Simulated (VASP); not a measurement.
# Ti7SnO16: single point with PBEsol

Ti7SnO16:

```
Ti Sn O
1.0
     9.22546    0.00000    0.00000
     0.00000    9.22546    0.00000
     0.00000    0.00000    8.91498
Ti Sn O
21 3 48
Direct
  0.99815 0.00240 0.00022
  0.99847 0.00332 0.33606
  0.99594 0.00257 0.66897
  0.99879 0.50016 0.99559
  0.99771 0.49954 0.33321
  0.00169 0.49830 0.66880
  0.50040 0.00375 0.99809
  0.49481 0.00244 0.33714
  0.49785 0.50282 0.00011
  0.49922 0.49773 0.33271
  0.50239 0.50023 0.66730
  0.24739 0.25335 0.16645
  0.25017 0.25108 0.50057
  0.24797 0.24954 0.83281
  0.24968 0.75428 0.16518
  0.25136 0.75232 0.50179
  0.75078 0.24956 0.16617
  0.75005 0.25372 0.49939
  0.75139 0.25152 0.83365
  0.74967 0.74835 0.50032
  0.74969 0.74979 0.83185
  0.50360 0.99776 0.66583
  0.25241 0.74967 0.83048
  0.74876 0.75043 0.16827
  0.15256 0.15197 0.00067
  0.15679 0.15153 0.32950
  0.15507 0.15719 0.66316
  0.15175 0.64790 0.00037
  0.15077 0.65387 0.33342
  0.15145 0.65214 0.66271
  0.64982 0.15467 0.99912
  0.65129 0.15213 0.33664
  0.65227 0.15299 0.67199
  0.65459 0.64923 0.00259
  0.65279 0.65211 0.33577
  0.65105 0.65739 0.66523
  0.34806 0.34711 0.00348
  0.34457 0.34565 0.33637
  0.34754 0.35093 0.66453
  0.34697 0.84703 0.00304
  0.34394 0.84932 0.33218
  0.34710 0.85022 0.66413
  0.84985 0.34769 0.99917
  0.84846 0.34561 0.33645
  0.84697 0.34775 0.66781
  0.84437 0.84463 0.99907
  0.84794 0.84863 0.32970
  0.85012 0.84599 0.66633
  0.09748 0.40184 0.16492
  0.09343 0.40310 0.49773
  0.10135 0.39939 0.83313
  0.09783 0.90130 0.16478
  0.10046 0.90080 0.50137
  0.09896 0.90083 0.83029
  0.59391 0.40218 0.16740
  0.59629 0.40164 0.49776
  0.59761 0.40367 0.83182
  0.59322 0.90355 0.16247
  0.59508 0.90140 0.49900
  0.59893 0.90518 0.83008
  0.40006 0.09759 0.16509
  0.40144 0.09687 0.50180
  0.39854 0.09814 0.83449
  0.39776 0.59868 0.16543
  0.40094 0.59531 0.49608
  0.39793 0.60124 0.82857
  0.90104 0.10221 0.16759
  0.90387 0.09585 0.50149
  0.90574 0.10008 0.83234
  0.90122 0.59702 0.16730
  0.89866 0.59962 0.50003
  0.90294 0.59639 0.83376
```

```yaml
Program: VASP 6.6.1
Task: single point
Functional: PBEsol
Potentials_or_basis: VASP PAW PBE potentials, release 64 (Ti_sv, Sn_d, O)
Cutoff: 600 eV
k_mesh: 1 × 1 × 1, shifted
Occupations: fermi-dirac, width 0.05 eV
Spin: no spin polarisation
Dipole_correction: no
Further_INCAR_settings: LREAL = Auto; ALGO = Normal; EDIFF = 1e-06; NBANDS = 333; ISYM = 0
```

```
Pressure               : 2.0 GPa
Largest force          : 3.557 eV/Å
Band gap on the k mesh : 2.03 eV
```

Forces in eV/Å, atoms in the order of the input:
```
Ti   0.584 -0.645  0.345
Ti   0.522 -0.739  0.052
Ti   0.782 -0.651 -0.356
Ti   0.601  0.530  1.094
Ti   0.660  0.770 -0.230
Ti   0.320  0.369 -0.837
Ti  -0.481 -0.166  1.391
Ti  -0.059 -0.053 -1.548
Ti  -0.168 -0.001  0.475
Ti  -0.413  0.462 -0.010
Ti  -0.607 -0.116 -0.367
Ti   0.169 -0.041  0.038
Ti   0.075  0.081 -0.196
Ti   0.658 -0.292  0.137
Ti  -0.385 -0.394  0.901
Ti  -0.474 -0.426 -1.644
Ti  -0.390  0.063  0.087
Ti  -0.365 -0.199 -0.072
Ti  -0.413  0.116 -0.051
Ti   0.156  0.136  0.063
Ti  -0.065  0.330 -0.134
Sn  -0.943  1.031  0.298
Sn  -1.297  0.531  1.096
Sn  -0.418  0.074 -0.170
O   -0.319 -0.096 -0.233
O   -0.681 -0.343  0.437
O   -0.546 -0.508  0.416
O   -0.813 -0.595  0.969
O   -0.063 -0.161  0.090
O   -1.090 -1.160 -1.165
O    0.481  0.266  0.101
O    0.272  0.247 -0.162
O    1.442  1.400 -0.327
O   -1.361 -1.123 -2.145
O   -1.216 -1.117  1.522
O   -0.147 -0.346  0.169
O    0.116  0.203 -0.544
O    0.465  0.436 -0.277
O    0.105 -0.114  0.149
O    0.968  0.992  0.850
O    0.321  0.118  0.120
O   -0.075 -0.242 -1.377
O   -0.444 -0.336  0.176
O   -0.293 -0.111 -0.194
O    0.031  0.007 -0.061
O    1.461  1.638 -1.917
O    1.267  1.477  2.231
O   -0.188  0.175  0.213
O   -0.302  0.097  0.187
O    0.071 -0.120  0.339
O   -0.685  0.588 -0.181
O   -0.710  0.641 -0.153
O   -0.634  0.702 -0.151
O   -1.662  1.686  0.278
O    0.310 -0.066 -0.251
O    0.277 -0.067  0.317
O   -0.108  0.245  0.008
O   -0.830  1.006  0.309
O    1.394 -1.214 -2.106
O    1.431 -1.699  2.466
O    0.371 -0.103  0.116
O   -0.975  1.122 -1.594
O   -0.610  0.622  0.966
O    0.727 -0.458 -0.041
O    0.261  0.068  0.342
O    2.578 -2.443  0.190
O    0.197 -0.403 -0.201
O   -0.198  0.279 -0.105
O   -0.161 -0.028  0.162
O    1.260 -1.454 -0.155
O    0.305 -0.433  0.172
O   -0.046 -0.050 -0.318
```

Stress tensor (GPa, compression positive):
```
 1.56 -0.33  0.17
-0.33  1.61 -0.14
 0.17 -0.14  2.78
```

Levels at points of the mesh, in eV from the valence-band top:
| k point | band 289 | band 290 | band 291 | band 292 | band 293 | band 294 |
| --- | --- | --- | --- | --- | --- | --- |
| (0.25, 0.25, 0.25) | -0.39 | -0.34 | -0.01 | 2.06 | 2.09 | 2.17 |

It took 17 min on 4 MPI ranks on Intel(R) Xeon(R) Platinum 8259CL CPU @ 2.50GHz (Skylake/Cascade Lake) (shared host), peak memory 0.45 GiB a rank.

Caveat: the PAW data sets were made with another functional, which shifts forces and pressure a little; spin-orbit coupling is left out, which moves the levels of the heavy elements; a shifted mesh leaves out Γ, where band edges can lie. A k mesh can miss the band edges.
